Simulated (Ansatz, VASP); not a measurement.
## One calculation of Cu, two programs

```
Cu
1.0
     0.00000    1.57036    1.80750
     2.04464    0.00000    1.80750
     2.04464    1.57036    0.00000
Cu
1
Cartesian
  0.0000 0.0000 0.0000
```

Change from the starting cell: strain +0.1312 x Voigt [1, -1, 0, 0, 0, 0], atoms carried along.

Alike in both runs: task single point; functional PBE; k mesh 22 × 22 × 22; occupations gaussian, width 0.15 eV; no spin polarisation.

```csv
,VASP,Ansatz
version,VASP 6.6.1,Ansatz 0.2.0
potentials or method,"VASP PAW PBE potentials, release 64 (Cu), cutoff 520 eV","scalar-relativistic, plane waves, PAW"
valence electrons in the cell,11,19
```

VASP gave:

| Item | Value |
| --- | --- |
| gap on the k mesh at the Fermi level (eV) | none |
| pressure (GPa) | 7.3 |
| traceless stress, the component that is largest in VASP (GPa) | -11.52 |

Problem. Which values does Ansatz return?

Solution. gap on the k mesh at the Fermi level (eV): none; pressure (GPa): 6.5; traceless stress, the component that is largest in VASP (GPa): -11.63.

A gap of «none» marks a metal or a gap that the smearing closes. VASP's potentials hold 11 valence electrons a cell and Ansatz's 19, so a difference there can come from the potentials and not from the codes.
